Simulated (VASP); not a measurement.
Write the native input for VASP 6.6.1 that does the following.

| Property | Result |
| --- | --- |
| Task | single point |
| Functional | r2SCAN |
| Potentials or basis | VASP PAW PBE potentials, release 64 (Cd, Se) |
| Cutoff | 520 eV |
| k mesh | 9 × 9 × 9 |
| Occupations | fermi-dirac, width 0.05 eV |
| Spin | no spin polarisation |
| Dipole correction | no |
| Further INCAR settings | ALGO = Normal; EDIFF = 1e-07; NBANDS = 29 |

Cd3Se:

```
CELL_PARAMETERS angstrom
-2.01337 2.01337 6.00481
2.01337 -2.01337 6.00481
2.01337 2.01337 -6.00481
ATOMIC_POSITIONS crystal
Cd 0.50000 0.50000 0.00000
Cd 0.25000 0.75000 0.50000
Cd 0.75000 0.25000 0.50000
Se 0.00000 0.00000 0.00000
```

One way to write it, as run:

POSCAR

```
Cd3Se
1.0
   -2.0133691727      2.0133691727      6.0048120774
    2.0133691727     -2.0133691727      6.0048120774
    2.0133691727      2.0133691727     -6.0048120774
Cd Se
3 1
Direct
    0.5000000000      0.5000000000      0.0000000000
    0.2500000000      0.7500000000      0.5000000000
    0.7500000000      0.2500000000      0.5000000000
    0.0000000000      0.0000000000      0.0000000000
```

INCAR.step1

```
ALGO = Normal ; EDIFF = 1E-4
ENCUT = 520 ; GGA = PE
ISMEAR = -1 ; LASPH = T
LCHARG = F ; LREAL = F
LWAVE = T ; NBANDS = 29
NELM = 80 ; PREC = Accurate
SIGMA = 0.05
```

INCAR.step2

```
ALGO = Normal ; EDIFF = 1E-7
ENCUT = 520 ; ISIF = 2
ISMEAR = -1 ; ISTART = 1
LASPH = T ; LCHARG = F
LMIXTAU = T ; LREAL = F
LWAVE = F ; METAGGA = R2SCAN
NBANDS = 29 ; NELM = 80
PREC = Accurate ; SIGMA = 0.05
```

KPOINTS

```
k-points
0
Gamma
  9 9 9
```

Potentials or basis: VASP PAW PBE potentials, release 64 (Cd, Se).

Command:

```sh
$ cat potpaw_PBE.64/Cd/POTCAR potpaw_PBE.64/Se/POTCAR > POTCAR
$ cp INCAR.step1 INCAR
$ mpirun -np 1 vasp_std > vasp.out
$ cp INCAR.step2 INCAR
$ mpirun -np 1 vasp_std > vasp.out
```

Results of the run:

```yaml
Pressure: -0.2 GPa
Band_gap_on_the_k_mesh: zero (bands 21 and 22 overlap by 1.69 eV)
```

Caveat: the PAW data sets were made with another functional, which shifts forces and pressure a little.

Wall time 56 min on 1 thread of Oxide Virtual Turin-like Processor, with other jobs on the host, peak memory 0.46 GiB.
